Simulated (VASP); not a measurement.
# Ta (I4/mmm) in VASP: a series of runs, part 3 of 3

VASP 6.6.1. Earlier steps stand in the parts before.

## 4. Single point, r2SCAN (uniaxial strain along a: -2.0 %)

POSCAR

```
Ta
1.0
    3.2385714318      0.0000000000      0.0000000000
    0.0000000000      3.3211880500      0.0000000000
    0.0000000000      0.0000000000      3.3211880500
Ta
2
Direct
    0.0000000000      0.0000000000      0.0000000000
    0.5000000000      0.5000000000      0.5000000000
```

INCAR.step1

```
PREC     = Accurate       # precision mode
ENCUT    = 520            # plane-wave cutoff, eV
ISMEAR   = 0              # smearing method
SIGMA    = 0.1            # smearing width, eV
LREAL    = F              # projectors in reciprocal space
LASPH    = T              # aspherical terms in the spheres
NELM     = 100            # most SCF steps
NBANDS   = 18             # bands
GGA      = PE             # functional
ALGO     = Normal         # electronic algorithm
EDIFF    = 1E-4           # SCF threshold, eV
LWAVE    = T              # write WAVECAR
LCHARG   = F              # write CHGCAR
```

INCAR.step2

```
PREC     = Accurate       # precision mode
ENCUT    = 520            # plane-wave cutoff, eV
EDIFF    = 1E-7           # SCF threshold, eV
ISMEAR   = 0              # smearing method
SIGMA    = 0.1            # smearing width, eV
LREAL    = F              # projectors in reciprocal space
LASPH    = T              # aspherical terms in the spheres
NELM     = 100            # most SCF steps
ALGO     = Normal         # electronic algorithm
ISIF     = 2              # what is computed and relaxed
LWAVE    = F              # write WAVECAR
LCHARG   = F              # write CHGCAR
METAGGA  = R2SCAN         # meta-GGA
LMIXTAU  = T            
NBANDS   = 18             # bands
ISTART   = 1
```

KPOINTS

```
Automatic mesh
0
Gamma
  16 16 16
```

Potentials or basis: VASP PAW PBE potentials, release 64 (Ta_pv).

Command:

```console
$ cat potpaw_PBE.64/Ta_pv/POTCAR > POTCAR
$ cp INCAR.step1 INCAR
$ mpirun -np 1 vasp_std > vasp.out
$ cp INCAR.step2 INCAR
$ mpirun -np 1 vasp_std > vasp.out
```

OUTCAR:

```text
PREC = Accurate
   ENCUT = 520
   EDIFF = 1E-7
   ISMEAR = 0
   LREAL = F
   LASPH = T
   NELM = 100
   ISIF = 2
   METAGGA = R2SCAN
   ISTART = 1

 ion  position               nearest neighbor table
   1  0.000  0.000  0.000-   2 2.85   2 2.85   2 2.85   2 2.85   2 2.85   2 2.85   2 2.85   2 2.85

   2  0.500  0.500  0.500-   1 2.85   1 2.85   1 2.85   1 2.85   1 2.85   1 2.85   1 2.85   1 2.85

  LATTYP: Found a simple tetragonal cell.
 ALAT       =     3.3211880500
 C/A-ratio  =     0.9751243781

  Lattice vectors:

 A1 = (   0.0000000000,   3.3211880500,   0.0000000000)
 A2 = (   0.0000000000,   0.0000000000,   3.3211880500)
 A3 = (   3.2385714318,   0.0000000000,   0.0000000000)

Analysis of symmetry for initial positions (statically):
=====================================================================
 Subroutine PRICEL returns following result:

  LATTYP: Found a body centered tetragonal cell.
 ALAT       =     3.3211880500
 C/A-ratio  =     0.9751243781

  Lattice vectors:

 A1 = (  -1.6192857159,   1.6605940250,   1.6605940250)
 A2 = (  -1.6192857159,  -1.6605940250,  -1.6605940250)
 A3 = (   1.6192857159,  -1.6605940250,   1.6605940250)

   2 primitive cells build up your supercell.

 Routine SETGRP: Setting up the symmetry group for a
 simple tetragonal supercell.

 Subroutine GETGRP returns: Found 16 space group operations
 (whereof 16 operations were pure point group operations)
 out of a pool of 16 trial point group operations.

The static configuration has the point symmetry D_4h.

Analysis of symmetry for dynamics (positions and initial velocities):
=====================================================================
 Subroutine PRICEL returns following result:

  LATTYP: Found a body centered tetragonal cell.
 ALAT       =     3.3211880500
 C/A-ratio  =     0.9751243781

  Lattice vectors:

 A1 = (  -1.6192857159,   1.6605940250,   1.6605940250)
 A2 = (  -1.6192857159,  -1.6605940250,  -1.6605940250)
 A3 = (   1.6192857159,  -1.6605940250,   1.6605940250)

   2 primitive cells build up your supercell.

 Routine SETGRP: Setting up the symmetry group for a
 simple tetragonal supercell.

 Subroutine GETGRP returns: Found 16 space group operations
 (whereof 16 operations were pure point group operations)
 out of a pool of 16 trial point group operations.

The dynamic configuration has the point symmetry D_4h.

 Subroutine INISYM returns: Found 16 space group operations
 (whereof 16 operations are pure point group operations),
 and found     2 'primitive' translations

----------------------------------------------------------------------------------------

                                     Primitive cell

  volume of cell :      17.8612

  direct lattice vectors                    reciprocal lattice vectors
    -1.619285716  1.660594025  1.660594025    -0.308778121  0.000000000  0.301097073
    -1.619285716 -1.660594025 -1.660594025    -0.308778121 -0.301097073  0.000000000
     1.619285716 -1.660594025  1.660594025     0.000000000 -0.301097073  0.301097073

  length of vectors
     2.852583261  2.852583261  2.852583261     0.431281086  0.431281086  0.425815564

  position of ions in fractional coordinates (direct lattice)
     0.000000000  0.000000000  0.000000000

  ion indices of the primitive-cell ions
   primitive index   ion index
                 1           1

----------------------------------------------------------------------------------------

 KPOINTS: Automatic mesh

Automatic generation of k-mesh.
 Grid dimensions read from file:
 generate k-points for:   16   16   16

 Generating k-lattice:

  Cartesian coordinates                     Fractional coordinates (reciprocal lattice)
     0.019298633  0.000000000  0.000000000     0.062500000  0.000000000  0.000000000
     0.000000000  0.018818567  0.000000000     0.000000000  0.062500000  0.000000000
     0.000000000  0.000000000  0.018818567     0.000000000  0.000000000  0.062500000

  Length of vectors
     0.019298633  0.018818567  0.018818567

  Shift w.r.t. Gamma in fractional coordinates (k-lattice)
     0.000000000  0.000000000  0.000000000

 Subroutine IBZKPT returns following result:
 ===========================================

 Found    405 irreducible k-points:

 Following reciprocal coordinates:
            Coordinates               Weight
  0.000000  0.000000  0.000000      1.000000
  0.062500  0.000000  0.000000      2.000000
  0.125000  0.000000  0.000000      2.000000
  0.187500  0.000000  0.000000      2.000000
  0.250000  0.000000  0.000000      2.000000
  0.312500  0.000000  0.000000      2.000000
[... 16 lines left out ...]
  0.250000  0.125000  0.000000      8.000000
  0.312500  0.125000  0.000000      8.000000
 [... further k-points ...]
   k-points           NKPTS =    405   k-points in BZ     NKDIM =    405   number of bands    NBANDS=     18
   number of dos      NEDOS =    301   number of ions     NIONS =      2
   total plane-waves  NPLWV =  18816
   dimension x,y,z NGX =    24 NGY =   28 NGZ =   28
   dimension x,y,z NGXF=    48 NGYF=   56 NGZF=   56
   ions per type =               2
   NGX,Y,Z   is equivalent  to a cutoff of  12.32, 14.02, 14.02 a.u.
   NGXF,Y,Z  is equivalent  to a cutoff of  24.64, 28.03, 28.03 a.u.
 SYSTEM =  unknown system
   PREC   = accura    normal or accurate (medium, high low for compatibility)
   ISTART =      1    job   : 0-new  1-cont  2-samecut
   ICHARG =      0    charge: 1-file 2-atom 10-const
   ISPIN  =      1    spin polarized calculation?
   LNONCOLLINEAR =      F non collinear calculations
   LSORBIT =      F    spin-orbit coupling
   LASPH  =      T    aspherical Exc in radial PAW
   ENCUT  =  520.0 eV  38.22 Ry    6.18 a.u.   6.02  6.18  6.18*2*pi/ulx,y,z
   NELM   =    100;   NELMIN=  2; NELMDL=  0     # of ELM steps
   EDIFF  = 0.1E-06   stopping-criterion for ELM
   LREAL  =      F    real-space projection
   EDIFFG = 0.1E-05   stopping-criterion for IOM
   NSW    =      0    number of steps for IOM
   IBRION =     -1    ionic relax: 0-MD 1-quasi-New 2-CG
   NFREE  =      0    steps in history (QN), initial steepest desc. (CG)
   ISIF   =      2    stress and relaxation
   ISYM   =      2    0-nonsym 1-usesym 2-fastsym
   POTIM  = 0.5000    time-step for ionic-motion
   TEBEG  =    0.0;   TEEND  =   0.0 temperature during run
   PSTRESS=    0.0 pullay stress
   NELECT =      22.0000    total number of electrons
   NUPDOWN=      -1.0000    fix difference up-down
   EMIN   =  10.00;   EMAX   =-10.00  energy-range for DOS
   EFERMI =   0.00;   METHOD = LEGACY
   ISMEAR =     0;   SIGMA  =   0.10  broadening in eV -4-tet -1-fermi 0-gaus
   EFERMI_NEDOS =   21; number of points for ismear=-14 and -15
   IALGO  =     38    algorithm
   IMIX   =      4    mixing-type and parameters
     AMIX     =   0.40;   BMIX     =  1.00
     AMIX_MAG =   1.60;   BMIX_MAG =  1.00
  volume/ion in A,a.u.               =      17.86       120.53
  Fermi-wavevector in a.u.,A,eV,Ry     =   1.392843  2.632092 26.395471  1.940012
  Thomas-Fermi vector in A             =   2.516547
   LORBIT       =      0    0 simple, 1 ext, 2 COOP (PROOUT), +10 PAW based schemes
   METAGGA = R2SCAN    functional components
   LHFCALC =     F    Hartree Fock is set to
   AEXX    =    0.0000 exact exchange contribution
   IVDW    =     0    specifies the selected vdW correction
   LEPSILON=     F    determine dielectric tensor
   LRPA    =     F    only Hartree local field effects (RPA)
 non-spin polarized calculation
 Gauss-broadening in eV      SIGMA  =   0.10
  energy-cutoff  :      520.00
  volume of cell :       35.72
 maximum number of plane-waves:       984
   NGX = 13   NGY = 13   NGZ = 13

 number of electron      22.0000000 magnetization

 Free energy of the ion-electron system (eV)
  ---------------------------------------------------
  ext. energy  EPLUGINS =         0.00000000
  ---------------------------------------------------
  free energy    TOTEN  =       -97.15474077 eV

  energy without entropy =      -97.14175119  energy(sigma->0) =      -97.14824598

 E-fermi :   5.3847     XC(G=0): -13.8203

 val. band max:        5.3819410087   @ k =   0.3750   0.1250   0.0000
 cond. band min:       5.3875513284   @ k =   0.0000   0.2500   0.1875
 fundamental gap:      0.0056103196
 Fermi energy:         5.3846515878

 k-point     1 :       0.0000    0.0000    0.0000
  band No.  band energies     occupation
      1     -29.6953      2.00000
      2     -29.6953      2.00000
      3     -29.6276      2.00000
      4     -28.7980      2.00000
      5     -28.7980      2.00000
      6     -28.7927      2.00000
[... 481 lines left out ...]
      5     -29.0048      2.00000
      6     -28.8954      2.00000
[... 10 lines left out ...]
     17      11.6720      0.00000
     18      12.2541      0.00000

 [... further k-points ...]
[... 5 lines left out ...]
  --------------------------------------------------------------------------------------
  -------------------------------------------------------------------------------------
  Total        1.0713375      0.4603755      0.4603755      0.0000000      0.0000000      0.0000000
  in kB       48.0503393     20.6482085     20.6482085      0.0000000      0.0000000      0.0000000
  external PRESSURE =      29.7822521 kB  Pullay stress =       0.0000000 kB

 VOLUME and BASIS-vectors are now :
 -----------------------------------------------------------------------------
  energy-cutoff  :      520.00
  volume of cell :       35.72
      direct lattice vectors                 reciprocal lattice vectors
     3.238571432  0.000000000  0.000000000     0.308778121  0.000000000  0.000000000
     0.000000000  3.321188050  0.000000000     0.000000000  0.301097073  0.000000000
     0.000000000  0.000000000  3.321188050     0.000000000  0.000000000  0.301097073

 POSITION                                       TOTAL-FORCE (eV/Angst)
 -----------------------------------------------------------------------------------
      0.00000      0.00000      0.00000         0.000000      0.000000      0.000000
      1.61929      1.66059      1.66059        -0.000000     -0.000000     -0.000000
 -----------------------------------------------------------------------------------
    total drift:                                0.000000      0.000000     -0.000000

  FREE ENERGIE OF THE ION-ELECTRON SYSTEM (eV)
  ---------------------------------------------------
  free  energy   TOTEN  =       -97.1547407677 eV

  energy  without entropy=      -97.1417511904  energy(sigma->0) =      -97.14824598
```

Wall time 9.8 min (1 thread of Intel Xeon 8259CL, shared host); peak memory 0.33 GiB.

Results:

```
Free energy            : -97.1547 eV
Pressure               : 3.0 GPa
Band gap on the k mesh : zero (bands 11 and 12 overlap by 2.82 eV)
```

Caveat: the cell differs from its parent crystal (uniaxial strain along a: -2.0 %); the PAW data sets were made with another functional, which shifts forces and pressure a little; spin-orbit coupling is left out, which moves the levels of the heavy elements.

## 5. The runs side by side

```csv
cell,gap on the mesh (eV),pressure (GPa)
"a = 3.305, b = 3.305, c = 3.503 Å, 2 atoms",none,-9.8
"a = 3.172, b = 3.338, c = 3.338 Å, 2 atoms",none,5.5
"a = 3.239, b = 3.321, c = 3.321 Å, 2 atoms",none,3.0
```

Alike in all rows: task single point; level r2SCAN; potentials or basis VASP PAW PBE potentials, release 64 (Ta_pv); no spin polarisation; k mesh 16 × 16 × 16; cutoff (eV) 520; smearing gaussian 0.1 eV.

Caveats: the PAW data sets were made with another functional, which shifts forces and pressure a little; spin-orbit coupling is left out, which moves the levels of the heavy elements; the cell stands under tension (at least some runs); the cell stands under pressure (at least some runs).

Absolute energies hang on the potentials; compare differences alone.
